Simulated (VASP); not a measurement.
The system is NaF.

```
Na F
1.0
     0.00000    2.31500    2.31500
     2.31500    0.00000    2.31500
     2.31500    2.31500    0.00000
Na F
1 1
Direct
  0.00000 0.00000 0.00000
  0.50000 0.50000 0.50000
```

Base run:

- Program: VASP 6.6.1
- Functional: PBEsol
- Potentials or basis: VASP PAW PBE potentials, release 64 (Na_pv, F)
- Cutoff: 520 eV
- k mesh: 9 × 9 × 9
- Occupations: fermi-dirac, width 0.05 eV
- Spin: no spin polarisation

Its results: band gap on the k mesh 6.17 eV, direct; pressure -0.1 GPa.

Problem. The run is repeated on the same cell with these changes: functional from PBEsol to r2SCAN; further incar settings from ALGO = Normal; EDIFF = 1e-06; NBANDS = 14 to ALGO = Normal; EDIFF = 1e-07; NBANDS = 14. What comes out?

Solution. Band gap on the k mesh 7.19 eV, direct; pressure -1.8 GPa.

Caveats: the PAW data sets were made with another functional, which shifts forces and pressure a little.

A k mesh can miss the band edges.
